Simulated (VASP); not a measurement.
# MgB2 (P6/mmm) in VASP: further runs

The runs below take MgB2 through single point, with PBEsol.

All numbers are computed with VASP 6.6.1; they aren't measurements. Logs are shortened: lines on timing, memory, paths and dates and some standing lists are left out, and cuts for length are marked.

## Step 1: The cell of the first run

Symmetry: P6/mmm, No. 191, hexagonal system. The conventional cell has a = 3.085 Å, b = 3.085 Å, c = 3.523 Å, α = 90.00°, β = 90.00°, γ = 120.00°. Mg (site symmetry 6/mmm) has 12 B at 2.51 Å and 6 Mg at 3.08 to 3.09 Å within 3.3 Å. Within 2.4 Å of B (site symmetry -6m2) lie 3 B at 1.78 Å.

## Step 2: Single point, PBEsol

Contents of INCAR:

```
SYSTEM = MgB2
ALGO = Normal
EDIFF = 1E-6
ENCUT = 520
GGA = PS
ISIF = 2
ISMEAR = 0
LASPH = .True.
LCHARG = .False.
LREAL = .False.
LWAVE = .False.
NBANDS = 11
NELM = 100
PREC = Accurate
SIGMA = 0.1
```

Contents of KPOINTS:

```
k-points
0
Gamma
  6 6 6
  0 0 0
```

Contents of POSCAR:

```
MgB2
1.0
    3.0850000000      0.0000000000      0.0000000000
   -1.5425000000      2.6716883707      0.0000000000
    0.0000000000      0.0000000000      3.5230000000
Mg B
1 2
Direct
    0.0000000000      0.0000000000      0.0000000000
    0.3333333333      0.6666666667      0.5000000000
    0.6666666667      0.3333333333      0.5000000000
```

Potentials or basis: VASP PAW PBE potentials, release 64 (Mg, B).

On the command line:

```
$ cat potpaw_PBE.64/Mg/POTCAR potpaw_PBE.64/B/POTCAR > POTCAR
$ mpirun -np 1 vasp_std > vasp.out
```

OUTCAR:

```text
SYSTEM = MgB2
   EDIFF = 1E-6
   ENCUT = 520
   GGA = PS
   ISIF = 2
   ISMEAR = 0
   LASPH = .True.
   LREAL = .False.
   NELM = 100
   PREC = Accurate

 ion  position               nearest neighbor table
   1  0.000  0.000  0.000-   2 2.51   3 2.51   2 2.51   3 2.51   3 2.51   3 2.51   2 2.51   2 2.51
                             3 2.51   3 2.51   2 2.51   2 2.51
   2  0.333  0.667  0.500-   3 1.78   3 1.78   3 1.78   1 2.51   1 2.51   1 2.51   1 2.51   1 2.51
                             1 2.51
   3  0.667  0.333  0.500-   2 1.78   2 1.78   2 1.78   1 2.51   1 2.51   1 2.51   1 2.51   1 2.51
                             1 2.51

  LATTYP: Found a hexagonal cell.
 ALAT       =     3.0850000000
 C/A-ratio  =     1.1419773096

  Lattice vectors:

 A1 = (   3.0850000000,   0.0000000000,   0.0000000000)
 A2 = (  -1.5425000000,   2.6716883707,   0.0000000000)
 A3 = (   0.0000000000,   0.0000000000,   3.5230000000)

Analysis of symmetry for initial positions (statically):
=====================================================================
 Subroutine PRICEL returns:
 Original cell was already a primitive cell.

 Routine SETGRP: Setting up the symmetry group for a
 hexagonal supercell.

 Subroutine GETGRP returns: Found 24 space group operations
 (whereof 24 operations were pure point group operations)
 out of a pool of 24 trial point group operations.

The static configuration has the point symmetry D_6h.

Analysis of symmetry for dynamics (positions and initial velocities):
=====================================================================
 Subroutine PRICEL returns:
 Original cell was already a primitive cell.

 Routine SETGRP: Setting up the symmetry group for a
 hexagonal supercell.

 Subroutine GETGRP returns: Found 24 space group operations
 (whereof 24 operations were pure point group operations)
 out of a pool of 24 trial point group operations.

The dynamic configuration has the point symmetry D_6h.

 Subroutine INISYM returns: Found 24 space group operations
 (whereof 24 operations are pure point group operations),
 and found     1 'primitive' translations

----------------------------------------------------------------------------------------

                                     Primitive cell

  volume of cell :      29.0371

  direct lattice vectors                    reciprocal lattice vectors
     3.085000000  0.000000000  0.000000000     0.324149109  0.187147575  0.000000000
    -1.542500000  2.671688371  0.000000000     0.000000000  0.374295150  0.000000000
     0.000000000  0.000000000  3.523000000     0.000000000  0.000000000  0.283848992

  length of vectors
     3.085000000  3.085000000  3.523000000     0.374295150  0.374295150  0.283848992

[... 91 lines left out ...]
   TEBEG  =    0.0;   TEEND  =   0.0 temperature during run
   PSTRESS=    0.0 pullay stress
   NELECT =       8.0000    total number of electrons
   NUPDOWN=      -1.0000    fix difference up-down
   EMIN   =  10.00;   EMAX   =-10.00  energy-range for DOS
   EFERMI =   0.00;   METHOD = LEGACY
   ISMEAR =     0;   SIGMA  =   0.10  broadening in eV -4-tet -1-fermi 0-gaus
   EFERMI_NEDOS =   21; number of points for ismear=-14 and -15
   IALGO  =     38    algorithm
   IMIX   =      4    mixing-type and parameters
     AMIX     =   0.40;   BMIX     =  1.00
     AMIX_MAG =   1.60;   BMIX_MAG =  1.00
  volume/ion in A,a.u.               =       9.68        65.32
  Fermi-wavevector in a.u.,A,eV,Ry     =   1.065255  2.013040 15.439462  1.134768
  Thomas-Fermi vector in A             =   2.200801
   LORBIT       =      0    0 simple, 1 ext, 2 COOP (PROOUT), +10 PAW based schemes
   GGA     = PS    functional components
   LHFCALC =     F    Hartree Fock is set to
   AEXX    =    0.0000 exact exchange contribution
   IVDW    =     0    specifies the selected vdW correction
   LEPSILON=     F    determine dielectric tensor
   LRPA    =     F    only Hartree local field effects (RPA)
 non-spin polarized calculation
 Gauss-broadening in eV      SIGMA  =   0.10
  energy-cutoff  :      520.00
  volume of cell :       29.04
 maximum number of plane-waves:       806
 NGX is ok and might be reduce to    24
   NGX = 11   NGY = 11   NGZ = 13

 number of electron       8.0000000 magnetization

 Free energy of the ion-electron system (eV)
  ---------------------------------------------------
  ext. energy  EPLUGINS =         0.00000000
  ---------------------------------------------------
  free energy    TOTEN  =       -16.22432302 eV

  energy without entropy =      -16.22102044  energy(sigma->0) =      -16.22267173

 E-fermi :   5.2926     XC(G=0): -10.9900

 val. band max:        5.0498759291   @ k =   0.1667   0.0000   0.5000
 cond. band min:       5.2940489811   @ k =   0.3333   0.1667   0.0000
 fundamental gap:      0.2441730520
 Fermi energy:         5.2926311400

 k-point     1 :       0.0000    0.0000    0.0000
  band No.  band energies     occupation
      1      -7.1791      2.00000
      2       2.2754      2.00000
      3       5.6196      0.00000
      4       5.6196      0.00000
      5       6.8178      0.00000
      6      11.5113      0.00000
      7      11.5113      0.00000
      8      13.3269      0.00000
      9      15.1661      0.00000
     10      17.7736      0.00000
     11      21.2664      0.00000
[... 309 lines left out ...]
 k-point    24 :       0.3333   -0.0000    0.5000
  band No.  band energies     occupation
      1      -4.1475      2.00000
      2      -0.1238      2.00000
      3       0.9130      2.00000
      4       3.8297      2.00000
      5       6.4583      0.00000
      6      11.1550      0.00000
      7      14.4942      0.00000
      8      14.5425      0.00000
      9      17.0853      0.00000
     10      17.7483      0.00000
     11      18.7096      0.00000

 [... further k-points ...]
[... 5 lines left out ...]
  --------------------------------------------------------------------------------------
  -------------------------------------------------------------------------------------
  Total       -0.4522684     -0.4522684     -0.7421762      0.0000000     -0.0000000      0.0000000
  in kB      -24.9547484    -24.9547484    -40.9509507      0.0000000     -0.0000000      0.0000000
  external PRESSURE =     -30.2868158 kB  Pullay stress =       0.0000000 kB

 VOLUME and BASIS-vectors are now :
 -----------------------------------------------------------------------------
  energy-cutoff  :      520.00
  volume of cell :       29.04
      direct lattice vectors                 reciprocal lattice vectors
     3.085000000  0.000000000  0.000000000     0.324149109  0.187147575  0.000000000
    -1.542500000  2.671688371  0.000000000     0.000000000  0.374295150  0.000000000
     0.000000000  0.000000000  3.523000000     0.000000000  0.000000000  0.283848992

 POSITION                                       TOTAL-FORCE (eV/Angst)
 -----------------------------------------------------------------------------------
      0.00000      0.00000      0.00000         0.000000      0.000000      0.000000
     -0.00000      1.78113      1.76150        -0.000000     -0.000000     -0.000000
      1.54250      0.89056      1.76150        -0.000000      0.000000      0.000000
 -----------------------------------------------------------------------------------
    total drift:                                0.000000     -0.000000      0.000000

  FREE ENERGIE OF THE ION-ELECTRON SYSTEM (eV)
  ---------------------------------------------------
  free  energy   TOTEN  =       -16.2243230192 eV

  energy  without entropy=      -16.2210204381  energy(sigma->0) =      -16.22267173
```

Run time: 3.5 s. Hardware: 1 thread of Intel Xeon 6975P-C (Granite Rapids), shared host; peak memory 0.14 GiB.

What came out:

* Free energy: -16.2243 eV
* Pressure: -3.0 GPa
* Band gap on the k mesh: zero (band 4 reaches 7.02 eV, above the bottom of band 5 at 3.17 eV)

Caveat: the k points lie up to 0.39 Å⁻¹ apart; the PAW data sets were made with another functional, which shifts forces and pressure a little.

(Continued in part 2 of 2.)
